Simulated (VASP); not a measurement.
Wanted: the native input for a VASP 6.6.1 run.

- Task: single point
- Functional: RPBE
- Potentials or basis: VASP PAW PBE potentials, release 64 (Li_sv)
- Cutoff: 520 eV
- k mesh: 14 × 14 × 14
- Occupations: fermi-dirac, width 0.1 eV
- Spin: no spin polarisation
- Dipole correction: no
- Further INCAR settings: ALGO = Normal; EDIFF = 1e-07; NBANDS = 8

The structure of Li lies in POSCAR:

```
Li
1.0
    0.0000000000      2.2755277951      2.2755277951
    2.2755277951      0.0000000000      2.2755277951
    2.2755277951      2.2755277951      0.0000000000
Li
1
Direct
    0.0000000000      0.0000000000      0.0000000000
```

This isn't the form of Li at room conditions, which is bcc.

The input as run:

INCAR

```
SYSTEM = Li
PREC = Accurate ; ENCUT = 520
EDIFF = 1E-7 ; ISMEAR = -1
SIGMA = 0.1 ; LREAL = .FALSE.
LASPH = .TRUE. ; NELM = 60
ALGO = Normal ; ISIF = 2
LWAVE = .FALSE. ; LCHARG = .FALSE.
GGA = RP ; NBANDS = 8
```

KPOINTS

```
Automatic mesh
0
G
  14 14 14
  0 0 0
```

Potentials or basis: VASP PAW PBE potentials, release 64 (Li_sv).

Command:

```bash
$ cat potpaw_PBE.64/Li_sv/POTCAR > POTCAR
$ mpirun -np 1 vasp_std > vasp.out
```

Results of the run:

| Quantity | Value |
| --- | --- |
| Band gap on the k mesh | zero (an odd number of electrons rules out a gap without spin polarisation) |

Run time: 8.2 s on 1 thread of Intel(R) Xeon(R) Platinum 8488C (Sapphire Rapids) (shared host), peak memory 0.13 GiB.
